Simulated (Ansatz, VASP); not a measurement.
**One calculation of SnGe2, two programs**

File INCAR:

```
PREC = Accurate
ENCUT = 600
EDIFF = 1E-7
ISMEAR = 0
SIGMA = 0.1
LREAL = F
LASPH = T
NELM = 100
ALGO = Fast
ISIF = 3
LWAVE = F
LCHARG = F
GGA = PE
IBRION = 2
NSW = 100
EDIFFG = -0.01
```

The input KPOINTS:

```
Automatic mesh
0
Gamma
  12 12 4
```

POSCAR

```
SnGe2
1.0
    4.2927116000      0.0000000000      0.0000000000
   -2.1463558000      3.7175973000      0.0000000000
    0.0000000000      0.0000000000     10.5483878000
Sn Ge
2 4
Direct
    0.6666667000      0.3333333000      0.2080510000
    0.3333333000      0.6666667000      0.7919490000
    0.3333333000      0.6666667000      0.5364030000
    0.0000000000      0.0000000000      0.8820990000
    0.6666667000      0.3333333000      0.4635970000
    0.0000000000      0.0000000000      0.1179010000
```

Input for Ansatz:

```yaml
crystal:
  lattice:
    - [4.2927116, 0.0, 0.0]
    - [-2.1463558, 3.7175973, 0.0]
    - [0.0, 0.0, 10.5483878]
  atoms:
    - { symbol: Sn, position: [0.6666667, 0.3333333, 0.208051] }
    - { symbol: Sn, position: [0.3333333, 0.6666667, 0.791949] }
    - { symbol: Ge, position: [0.3333333, 0.6666667, 0.536403] }
    - { symbol: Ge, position: [0.0, 0.0, 0.882099] }
    - { symbol: Ge, position: [0.6666667, 0.3333333, 0.463597] }
    - { symbol: Ge, position: [0.0, 0.0, 0.117901] }
basis:
  ecutwfc: 420
kpoints:
  mp_grid: { grid: [12, 12, 4] }
hamiltonian:
  xc: pbe
scf:
  occupations: { method: gaussian, width: 0.1 }
output:
  forces: true
  stress: true
  eigenvalues: true
relax:
  adjacent_minimum: "off"
  f_tol: 0.01
  max_steps: 80
  cell: { stress_tol: 0.05 }
```

Alike in both runs: task relaxation of cell and atoms; functional PBE; k mesh 12 × 12 × 4; occupations gaussian, width 0.1 eV; no spin polarisation.

```csv
,VASP,Ansatz
version,VASP 6.6.1,Ansatz 0.2.0
potentials or method,"VASP PAW PBE potentials, release 64 (Sn_d, Ge_d), cutoff 600 eV","scalar-relativistic, plane waves, PAW"
valence electrons in the cell,84,84
```

|  | VASP | Ansatz | Ansatz less VASP |
| --- | --- | --- | --- |
| gap on the k mesh at the Fermi level, each at its own relaxed structure (eV) | none | none | - |
| relaxed volume (Å³/atom) | 28.06 | 28.06 | 0.000 |
| relaxed length of the cell vector where the two differ most in proportion (Å) | 4.293 | 4.293 | 0.0000 |

A gap of «none» marks a metal or a gap that the smearing closes.

Noted on VASP's run: the relaxation stopped at its first step, so nothing moved.
